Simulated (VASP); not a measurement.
**ZrB2: single point with PBEsol+D4**

The system is ZrB2.

```
CELL_PARAMETERS angstrom
3.17000 0.00000 0.00000
-1.58500 2.74530 0.00000
0.00000 0.00000 3.53300
ATOMIC_POSITIONS crystal
Zr 0.00000 0.00000 0.00000
B 0.66667 0.33333 0.50000
B 0.33333 0.66667 0.50000
```

* Program: VASP 6.6.1
* Task: single point
* Functional: PBEsol
* Dispersion: D4
* Potentials or basis: VASP PAW PBE potentials, release 64 (Zr_sv, B)
* Cutoff: 520 eV
* k mesh: 10 × 10 × 8
* Occupations: fermi-dirac, width 0.05 eV
* Spin: no spin polarisation
* Dipole correction: no
* Further INCAR settings: ALGO = Normal; EDIFF = 1e-06; NBANDS = 16

The pressure is -7.0 GPa, the band gap on the k mesh is zero (band 9 reaches 10.99 eV, above the bottom of band 10 at 10.18 eV) and the dispersion energy per atom is -0.181 eV.

Stress tensor (GPa, compression positive):
```
-6.59  0.00  0.00
 0.00 -6.59  0.00
 0.00  0.00 -7.83
```

Levels at points of the mesh, in eV from the Fermi level:
| k point | band 5 | band 6 | band 7 | band 8 | band 9 | band 10 | band 11 | band 12 | band 13 | band 14 |
| --- | --- | --- | --- | --- | --- | --- | --- | --- | --- | --- |
| (0.00, 0.00, 0.00) | -12.59 | -2.52 | -2.52 | -2.52 | -2.22 | 3.49 | 3.49 | 4.30 | 4.30 | 5.01 |
| (0.50, 0.00, 0.00) | -8.85 | -8.35 | -3.80 | -2.93 | -2.61 | 2.36 | 2.39 | 5.04 | 5.12 | 6.60 |
| (0.00, 0.00, 0.50) | -10.53 | -6.87 | -0.83 | -0.83 | 0.41 | 0.41 | 0.86 | 0.86 | 1.92 | 5.16 |
| (0.50, 0.00, 0.50) | -9.79 | -6.85 | -4.50 | -4.04 | -1.88 | 3.83 | 4.19 | 5.42 | 6.37 | 6.61 |

Run time: 44 s on 1 thread of Intel Xeon 6975P-C, with other jobs on the host, peak memory 0.17 GiB.

Caveat: the PAW data sets were made with another functional, which shifts forces and pressure a little; pairwise dispersion overbinds metals, which lowers pressure and volume.
